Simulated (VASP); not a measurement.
A run of VASP 6.6.1:

The input INCAR:

```
  PREC = Accurate
  ENCUT = 500
  EDIFF = 1E-6
  ISMEAR = 0
  SIGMA = 0.01
  LREAL = False
  LASPH = True
  NELM = 120
  ALGO = Normal
  ISIF = 2
  LWAVE = False
  LCHARG = False
  GGA = PS
  NBANDS = 20
  GGA_COMPAT = False
```

KPOINTS

```
Automatic mesh
0
Gamma
  4 4 2
```

The input POSCAR:

```
SnS2
1.0
    3.6390000000      0.0000000000      0.0000000000
   -1.8195000000      3.1514664400      0.0000000000
    0.0000000000      0.0000000000      5.8680000000
Sn S
1 2
Direct
    0.0000000000      0.0000000000      0.0000000000
    0.3333333333      0.6666666667      0.2500000000
    0.6666666667      0.3333333333      0.7500000000
```

Potentials or basis: VASP PAW PBE potentials, release 64 (Sn_d, S).

Run with:

```console
$ cat potpaw_PBE.64/Sn_d/POTCAR potpaw_PBE.64/S/POTCAR > POTCAR
$ mpirun -np 1 vasp_std > vasp.out
```

Hardware: 1 thread of Intel Xeon 6975P-C, on a shared host.

Q: Estimate the wall time of this run.

A: Run time: 8.7 s on 1 thread of Intel Xeon 6975P-C, with other jobs on the host, peak memory 0.18 GiB. Counts: scf iterations 14, k points 8.
